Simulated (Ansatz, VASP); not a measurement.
# SiTe in VASP and in Ansatz

Contents of INCAR:

```
PREC     = Accurate       # precision mode
ENCUT    = 600            # plane-wave cutoff, eV
EDIFF    = 1E-6           # SCF threshold, eV
ISMEAR   = -1             # smearing method
SIGMA    = 0.05           # smearing width, eV
LREAL    = False          # projectors in reciprocal space
LASPH    = True           # aspherical terms in the spheres
NELM     = 80             # most SCF steps
ALGO     = Normal         # electronic algorithm
ISIF     = 3              # what is computed and relaxed
LWAVE    = False          # write WAVECAR
LCHARG   = False          # write CHGCAR
GGA      = RP             # functional
IVDW     = 12             # dispersion correction
IBRION   = 2              # ionic algorithm
NSW      = 60             # ionic steps
EDIFFG   = -0.01          # ionic threshold
```

KPOINTS

```
Automatic mesh
0
Gamma
  8 8 6
```

Contents of POSCAR:

```
SiTe
1.0
    3.7143358800      0.0000000000      0.0000000000
   -1.8571679400      3.2167092300      0.0000000000
    0.0000000000      0.0000000000      4.9763725600
Si Te
1 1
Direct
    0.0000000000      0.0000000000      0.5000000000
    0.0000000000      0.0000000000      0.0000000000
```

The input input.yaml:

```yaml
crystal:
  lattice:
    - [3.71433588, 0.0, 0.0]
    - [-1.85716794, 3.21670923, 0.0]
    - [0.0, 0.0, 4.97637256]
  atoms:
    - { symbol: Si, position: [0.0, 0.0, 0.5] }
    - { symbol: Te, position: [0.0, 0.0, 0.0] }
hamiltonian:
  xc: rpbe
  pseudopotentials: { kind: paw }
  dispersion: d3bj
kpoints:
  mp_grid: { grid: [8, 8, 6] }
scf:
  occupations: { method: fermi_dirac, width: 0.05 }
output:
  forces: true
  stress: true
  eigenvalues: true
relax:
  f_tol: 0.01
  max_steps: 40
  cell: { stress_tol: 0.05 }
```

Alike in both runs: task relaxation of cell and atoms; functional RPBE; dispersion D3(BJ); k mesh 8 × 8 × 6; occupations fermi-dirac, width 0.05 eV; no spin polarisation.

```csv
,VASP,Ansatz
version,VASP 6.6.1,Ansatz 0.2.0
potentials or method,"VASP PAW PBE potentials, release 64 (Si, Te)",Ansatz PAW
plane-wave cutoff (eV),600,420
valence electrons in the cell,10,20
```

|  | VASP | Ansatz | Ansatz less VASP |
| --- | --- | --- | --- |
| gap on the k mesh at the Fermi level, each at its own relaxed structure (eV) | none | none | - |
| relaxed volume (Å³/atom) | 18.93 | 21.50 | +2.567 |
| relaxed cell length with the largest relative difference (Å) | 2.905 | 3.051 | +0.1455 |

VASP's potentials were made for PBE, not for RPBE. A gap of «none» marks a metal or a gap that the smearing closes. One of these differences is far larger than is usual between the two programs; its cause wasn't traced. VASP's potentials hold 10 valence electrons a cell and Ansatz's 20, so a difference there can come from the potentials and not from the codes.

Neither program's run includes spin-orbit coupling. Noted on VASP's run: the volume moved by over 15 % at a fixed basis, so the end points are rough. Noted on Ansatz's run: the volume moved by over 15 % at a fixed basis, so the end points are rough; the plane-wave basis is chosen anew once the cell has moved, so the energies of steps on either side of that aren't comparable.
